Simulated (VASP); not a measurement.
# LiF (Pm-3m) in VASP: further runs, part 2 of 2

VASP 6.6.1. The steps go on from the part before.

## 3. Relaxation of cell and atoms, PBEsol

This run uses another cell than the first one, of 8.39 Å³/atom, 1.915 times its volume.

INCAR reads:

```
PREC = Accurate
ENCUT = 600
EDIFF = 1E-6
ISMEAR = -1
SIGMA = 0.02
LREAL = False
LASPH = True
NELM = 80
ALGO = Normal
ISIF = 3
LWAVE = False
LCHARG = False
GGA = PS
IBRION = 2
NSW = 80
EDIFFG = -0.005
```

KPOINTS reads:

```
Automatic mesh
0
Gamma
  10 10 10
```

POSCAR reads:

```
LiF
1.0
    2.5599477969      0.0000000000      0.0000000000
    0.0000000000      2.5599477969      0.0000000000
    0.0000000000      0.0000000000      2.5599477969
Li F
1 1
Direct
    0.0000000000      0.0000000000      0.0000000000
    0.5000000000      0.5000000000      0.5000000000
```

Potentials or basis: VASP PAW PBE potentials, release 64 (Li_sv, F).

Command:

```bash
cat potpaw_PBE.64/Li_sv/POTCAR potpaw_PBE.64/F/POTCAR > POTCAR
mpirun -np 1 vasp_std > vasp.out
```

OUTCAR:

```text
PREC = Accurate
   ENCUT = 600
   EDIFF = 1E-6
   ISMEAR = -1
   LREAL = False
   LASPH = True
   NELM = 80
   ISIF = 3
   GGA = PS
   IBRION = 2
   NSW = 80
   EDIFFG = -0.005

 ion  position               nearest neighbor table
   1  0.000  0.000  0.000-   2 2.22   2 2.22   2 2.22   2 2.22   2 2.22   2 2.22   2 2.22   2 2.22

   2  0.500  0.500  0.500-   1 2.22   1 2.22   1 2.22   1 2.22   1 2.22   1 2.22   1 2.22   1 2.22

  LATTYP: Found a simple cubic cell.
 ALAT       =     2.5599477969

  Lattice vectors:

 A1 = (   2.5599477969,   0.0000000000,   0.0000000000)
 A2 = (   0.0000000000,   2.5599477969,   0.0000000000)
 A3 = (   0.0000000000,   0.0000000000,   2.5599477969)

Analysis of symmetry for initial positions (statically):
=====================================================================
 Subroutine PRICEL returns:
 Original cell was already a primitive cell.

 Routine SETGRP: Setting up the symmetry group for a
 simple cubic supercell.

 Subroutine GETGRP returns: Found 48 space group operations
 (whereof 48 operations were pure point group operations)
 out of a pool of 48 trial point group operations.

The static configuration has the point symmetry O_h .

Analysis of symmetry for dynamics (positions and initial velocities):
=====================================================================
 Subroutine PRICEL returns:
 Original cell was already a primitive cell.

 Routine SETGRP: Setting up the symmetry group for a
 simple cubic supercell.

 Subroutine GETGRP returns: Found 48 space group operations
 (whereof 48 operations were pure point group operations)
 out of a pool of 48 trial point group operations.

The dynamic configuration has the point symmetry O_h .

 Subroutine INISYM returns: Found 48 space group operations
 (whereof 48 operations are pure point group operations),
 and found     1 'primitive' translations

----------------------------------------------------------------------------------------

                                     Primitive cell

  volume of cell :      16.7762

  direct lattice vectors                    reciprocal lattice vectors
     2.559947797  0.000000000  0.000000000     0.390632966  0.000000000  0.000000000
     0.000000000  2.559947797  0.000000000     0.000000000  0.390632966  0.000000000
     0.000000000  0.000000000  2.559947797     0.000000000  0.000000000  0.390632966

  length of vectors
     2.559947797  2.559947797  2.559947797     0.390632966  0.390632966  0.390632966

  position of ions in fractional coordinates (direct lattice)
     0.000000000  0.000000000  0.000000000
     0.500000000  0.500000000  0.500000000

  ion indices of the primitive-cell ions
   primitive index   ion index
                 1           1
                 2           2

----------------------------------------------------------------------------------------

 KPOINTS: Automatic mesh

Automatic generation of k-mesh.
 Grid dimensions read from file:
 generate k-points for:   10   10   10

 Generating k-lattice:

[... 42 lines left out ...]
 [... further k-points ...]
   k-points           NKPTS =     56   k-points in BZ     NKDIM =     56   number of bands    NBANDS=      9
   number of dos      NEDOS =    301   number of ions     NIONS =      2
   total plane-waves  NPLWV =   8000
   dimension x,y,z NGX =    20 NGY =   20 NGZ =   20
   dimension x,y,z NGXF=    40 NGYF=   40 NGZF=   40
   ions per type =               1   1
   NGX,Y,Z   is equivalent  to a cutoff of  12.99, 12.99, 12.99 a.u.
   NGXF,Y,Z  is equivalent  to a cutoff of  25.98, 25.98, 25.98 a.u.
 SYSTEM =  unknown system
   PREC   = accura    normal or accurate (medium, high low for compatibility)
   ISTART =      0    job   : 0-new  1-cont  2-samecut
   ICHARG =      2    charge: 1-file 2-atom 10-const
   ISPIN  =      1    spin polarized calculation?
   LNONCOLLINEAR =      F non collinear calculations
   LSORBIT =      F    spin-orbit coupling
   LASPH  =      T    aspherical Exc in radial PAW
   ENCUT  =  600.0 eV  44.10 Ry    6.64 a.u.   5.11  5.11  5.11*2*pi/ulx,y,z
   NELM   =     80;   NELMIN=  2; NELMDL= -5     # of ELM steps
   EDIFF  = 0.1E-05   stopping-criterion for ELM
   LREAL  =      F    real-space projection
   EDIFFG = -.5E-02   stopping-criterion for IOM
   NSW    =     80    number of steps for IOM
   IBRION =      2    ionic relax: 0-MD 1-quasi-New 2-CG
   NFREE  =      1    steps in history (QN), initial steepest desc. (CG)
   ISIF   =      3    stress and relaxation
   ISYM   =      2    0-nonsym 1-usesym 2-fastsym
   POTIM  = 0.5000    time-step for ionic-motion
   TEBEG  =    0.0;   TEEND  =   0.0 temperature during run
   PSTRESS=    0.0 pullay stress
   NELECT =      10.0000    total number of electrons
   NUPDOWN=      -1.0000    fix difference up-down
   EMIN   =  10.00;   EMAX   =-10.00  energy-range for DOS
   EFERMI =   0.00;   METHOD = LEGACY
   ISMEAR =    -1;   SIGMA  =   0.02  broadening in eV -4-tet -1-fermi 0-gaus
   EFERMI_NEDOS =   21; number of points for ismear=-14 and -15
   IALGO  =     38    algorithm
   IMIX   =      4    mixing-type and parameters
     AMIX     =   0.40;   BMIX     =  1.00
     AMIX_MAG =   1.60;   BMIX_MAG =  1.00
  volume/ion in A,a.u.               =       8.39        56.61
  Fermi-wavevector in a.u.,A,eV,Ry     =   1.377771  2.603610 25.827301  1.898253
  Thomas-Fermi vector in A             =   2.502894
   LORBIT       =      0    0 simple, 1 ext, 2 COOP (PROOUT), +10 PAW based schemes
   GGA     = PS    functional components
   LHFCALC =     F    Hartree Fock is set to
   AEXX    =    0.0000 exact exchange contribution
   IVDW    =     0    specifies the selected vdW correction
   LEPSILON=     F    determine dielectric tensor
   LRPA    =     F    only Hartree local field effects (RPA)
 conjugate gradient relaxation of ions
 non-spin polarized calculation
  energy-cutoff  :      600.00
  volume of cell :       16.78
 maximum number of plane-waves:       587
   NGX = 11   NGY = 11   NGZ = 11

--------------------------------------- Ionic step        1  -------------------------------------------

 number of electron      10.0000016 magnetization

 Free energy of the ion-electron system (eV)
  ---------------------------------------------------
  ext. energy  EPLUGINS =         0.00000000
  ---------------------------------------------------
  free energy    TOTEN  =        -9.28105083 eV

  energy without entropy =       -9.28105083  energy(sigma->0) =       -9.28105083

------------------------ aborting loop because EDIFF is reached ----------------------------------------

  FORCE on cell =-STRESS in cart. coord.  units (eV):
  Direction    XX          YY          ZZ          XY          YZ          ZX
  --------------------------------------------------------------------------------------
  -------------------------------------------------------------------------------------
  Total       -0.3678279     -0.3678279     -0.3678279      0.0000000     -0.0000000      0.0000000
  in kB      -35.1286901    -35.1286901    -35.1286901      0.0000000     -0.0000000      0.0000000
  external PRESSURE =     -35.1286901 kB  Pullay stress =       0.0000000 kB
[... 95 lines left out ...]
--------------------------------------- Ionic step        4  -------------------------------------------

 number of electron      10.0000023 magnetization

 Free energy of the ion-electron system (eV)
  ---------------------------------------------------
  ext. energy  EPLUGINS =         0.00000000
  ---------------------------------------------------
  free energy    TOTEN  =        -9.29118619 eV

  energy without entropy =       -9.29118619  energy(sigma->0) =       -9.29118619

 E-fermi :   0.7822     XC(G=0): -10.3983

 val. band max:        0.3628707750   @ k =   0.5000   0.5000   0.0000
 cond. band min:       8.1823388927   @ k =   0.0000   0.0000   0.0000
 fundamental gap:      7.8194681176
 Fermi energy:         0.7822179254

 k-point     1 :       0.0000    0.0000    0.0000
  band No.  band energies     occupation
      1     -41.6948      2.00000
      2     -20.5590      2.00000
      3      -0.3693      2.00000
      4      -0.3693      2.00000
      5      -0.3693      2.00000
      6       8.1823      0.00000
      7      19.2596      0.00000
      8      19.2596      0.00000
      9      21.8023      0.00000
[... 265 lines left out ...]
 k-point    24 :       0.3000    0.1000    0.1000
  band No.  band energies     occupation
      1     -41.6440      2.00000
      2     -20.1298      2.00000
      3      -2.5465      2.00000
      4      -0.5115      2.00000
      5      -0.3520      2.00000
      6      10.0321      0.00000
      7      15.3403      0.00000
      8      18.2982      0.00000
      9      21.5069      0.00000

 [... further k-points ...]
[... 5 lines left out ...]
  --------------------------------------------------------------------------------------
  -------------------------------------------------------------------------------------
  Total       -0.0009098     -0.0009098     -0.0009098      0.0000000     -0.0000000      0.0000000
  in kB       -0.0916578     -0.0916578     -0.0916578      0.0000000     -0.0000000      0.0000000
  external PRESSURE =      -0.0916578 kB  Pullay stress =       0.0000000 kB
[... 17 lines left out ...]
  FREE ENERGIE OF THE ION-ELECTRON SYSTEM (eV)
  ---------------------------------------------------
  free  energy   TOTEN  =        -9.2911861894 eV

  energy  without entropy=       -9.2911861894  energy(sigma->0) =       -9.29118619

 reached required accuracy - stopping structural energy minimisation
```

CONTCAR:

```text
LiF
   1.00000000000000
     2.5147732334573738   -0.0000000000000000    0.0000000000000000
     0.0000000000000000    2.5147732334573738    0.0000000000000000
    -0.0000000000000000   -0.0000000000000000    2.5147732334573738
  Li              F
     1     1
Direct
     0.0000000000000000    0.0000000000000000    0.0000000000000000
     0.5000000000000000    0.5000000000000000    0.5000000000000000

  0.00000000E+00  0.00000000E+00  0.00000000E+00
  0.00000000E+00  0.00000000E+00  0.00000000E+00
```

It took 11 s on 1 thread of AMD EPYC 9R45 (Zen 5), shared host; peak memory 0.09 GiB.

What came out:

| Quantity | Value |
| --- | --- |
| Free energy | -9.2912 eV |
| Relaxed volume | 7.95 Å³/atom |
| Relaxed cell | a = 2.515 Å, b = 2.515 Å, c = 2.515 Å, α = 90.00°, β = 90.00°, γ = 90.00° |
| Space group after relaxing (to 0.05 Å) | Pm-3m (No. 221) |
| Energy gained by relaxing | 5.1 meV/atom |
| Ionic steps | 4 |
| Pressure after relaxing | 0.0 GPa |
| Band gap on the k mesh | 7.82 eV, indirect (least direct gap 8.55 eV) |

The path:
| step | energy change (eV) | largest force (eV/Å) | pressure (GPa) | volume (Å³) |
| --- | --- | --- | --- | --- |
| 1 | 0.0000 | 0.0000 | -3.51 | 16.78 |
| 2 | -0.0076 | 0.0000 | -1.86 | 16.33 |
| 3 | -0.0101 | 0.0000 | -0.32 | 15.97 |
| 4 | -0.0101 | 0.0000 | -0.01 | 15.90 |

Final structure:
```
Li F
1.0
     2.51477    0.00000    0.00000
     0.00000    2.51477    0.00000
     0.00000    0.00000    2.51477
Li F
1 1
Direct
  0.00000 0.00000 0.00000
  0.50000 0.50000 0.50000
```

Levels at points of the mesh, in eV from the valence-band top:
```
           k point  band 2  band 3  band 4  band 5  band 6  band 7  band 8  band 9
(0.00, 0.00, 0.00)  -20.92   -0.73   -0.73   -0.73    7.82   18.90   18.90   21.44
(0.50, 0.00, 0.00)  -20.41   -3.97   -0.30   -0.30    9.24   14.46   20.70   20.70
(0.50, 0.50, 0.00)  -19.80   -3.54   -3.54    0.00   13.53   13.92   13.92   19.78
(0.50, 0.50, 0.50)  -19.31   -2.45   -2.45   -2.45   11.08   11.08   11.08   24.72
```

Caveat: the cutoff is under 1.25 times the usual one of these potentials, so pressure, stress and relaxed cells hold a basis-set (Pulay) error; the PAW data sets were made with another functional, which shifts forces and pressure a little.
